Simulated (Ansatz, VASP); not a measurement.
One calculation of Co, two programs

```
CELL_PARAMETERS angstrom
-1.29013 1.29013 1.29013
1.29013 -1.29013 1.29013
1.29013 1.29013 -1.29013
ATOMIC_POSITIONS crystal
Co 0.00000 0.00000 0.00000
```

Change from the starting cell: strain -0.080 along x and y, -0.080 along z, atoms carried along.

Alike in both runs: task single point; functional PBE; k mesh 24 × 24 × 24; occupations gaussian, width 0.15 eV; collinear spin.

|  | VASP | Ansatz |
| --- | --- | --- |
| version | VASP 6.6.1 | Ansatz 0.2.0 |
| potentials or method | VASP PAW PBE potentials, release 64 (Co), cutoff 520 eV | scalar-relativistic, plane waves, PAW |
| valence electrons in the cell | 9 | 17 |

```csv
,VASP,Ansatz,Ansatz less VASP
gap on the k mesh at the Fermi level (eV),none,none,-
pressure (GPa),92.8,94.9,+2.15
net moment per atom (μB),1.54,1.54,+0.005
size of the moment on the site where the two differ most (μB),1.51,1.58,+0.061
```

Site moments also hang on the region over which each program counts them. A gap of «none» marks a metal or a gap that the smearing closes. Both programs put the cell under a high pressure, so it lies far from rest at this level. VASP's potentials hold 9 valence electrons a cell and Ansatz's 17, so a difference there can come from the potentials and not from the codes.

Noted on VASP's run: the cell as given lies far from equilibrium.
